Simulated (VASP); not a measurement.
Wanted: the native input for a VASP 6.6.1 run.

* Task: single point
* Functional: PBEsol
* Potentials or basis: VASP PAW PBE potentials, release 64 (Ga_d, N)
* Cutoff: 520 eV
* k mesh: 10 × 10 × 3
* Occupations: fermi-dirac, width 0.05 eV
* Spin: no spin polarisation
* Dipole correction: no
* Further INCAR settings: ALGO = Normal; EDIFF = 1e-06; NBANDS = 46

The structure of GaN lies in POSCAR:

```
GaN
1.0
    3.2745251067      0.0000000000      0.0000000000
   -1.6372625534      2.8358219278      0.0000000000
    0.0000000000      0.0000000000     10.5599668638
Ga N
4 4
Direct
    0.0000000000      0.0000000000      0.7858680000
    0.6666666667      0.3333333333      0.0373490000
    0.3333333333      0.6666666667      0.5373490000
    0.0000000000      0.0000000000      0.2858680000
    0.0000000000      0.0000000000      0.0930380000
    0.6666666667      0.3333333333      0.3437450000
    0.0000000000      0.0000000000      0.5930380000
    0.3333333333      0.6666666667      0.8437450000
```

The input as run:

INCAR

```
ALGO = Normal
EDIFF = 1E-6
ENCUT = 520
GGA = PS
ISIF = 2
ISMEAR = -1
LASPH = T
LCHARG = F
LREAL = F
LWAVE = F
NBANDS = 46
NELM = 80
PREC = Accurate
SIGMA = 0.05
```

KPOINTS

```
k-points
0
Gamma
  10 10 3
```

Potentials or basis: VASP PAW PBE potentials, release 64 (Ga_d, N).

Launch:

```bash
$ cat potpaw_PBE.64/Ga_d/POTCAR potpaw_PBE.64/N/POTCAR > POTCAR
$ mpirun -np 1 vasp_std > vasp.out
```

It gave:

```yaml
Pressure: -14.2 GPa
Largest_force: 0.294 eV/Å
Band_gap_on_the_k_mesh: 0.38 eV, direct
```

Caveat: the PAW data sets were made with another functional, which shifts forces and pressure a little.

Run time: 94 s on 1 thread of Intel(R) Xeon(R) Platinum 8488C (Sapphire Rapids), with other jobs on the host, peak memory 0.24 GiB.
